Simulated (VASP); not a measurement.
Wanted: the native input for a VASP 6.6.1 run.

* Task: single point
* Functional: PBE
* Potentials or basis: VASP PAW PBE potentials, release 64 (Ir)
* Cutoff: 500 eV
* k mesh: 13 × 13 × 13
* Occupations: fermi-dirac, width 0.1 eV
* Spin: no spin polarisation
* Dipole correction: no
* Further INCAR settings: ALGO = Normal; EDIFF = 1e-06; NBANDS = 10

The structure of Ir lies in POSCAR:

```
Ir
1.0
    0.0000000000      1.9156000000      1.9156000000
    1.9156000000      0.0000000000      1.9156000000
    1.9156000000      1.9156000000      0.0000000000
Ir
1
Direct
    0.0000000000      0.0000000000      0.0000000000
```

These files were run (other wordings do the same):

INCAR

```
PREC = Accurate
ENCUT = 500
EDIFF = 1E-6
ISMEAR = -1
SIGMA = 0.1
LREAL = False
LASPH = True
NELM = 120
ALGO = Normal
ISIF = 2
LWAVE = False
LCHARG = False
GGA = PE
NBANDS = 10
GGA_COMPAT = False
```

KPOINTS

```
Automatic mesh
0
Gamma
  13 13 13
```

Potentials or basis: VASP PAW PBE potentials, release 64 (Ir).

The run is started by

```console
$ cat potpaw_PBE.64/Ir/POTCAR > POTCAR
$ mpirun -np 1 vasp_std > vasp.out
```

Results of the run:

```yaml
Pressure: 12.7 GPa
```

It took 8 s on 1 thread of Intel Xeon 6975P-C, on a shared host, peak memory 0.14 GiB.
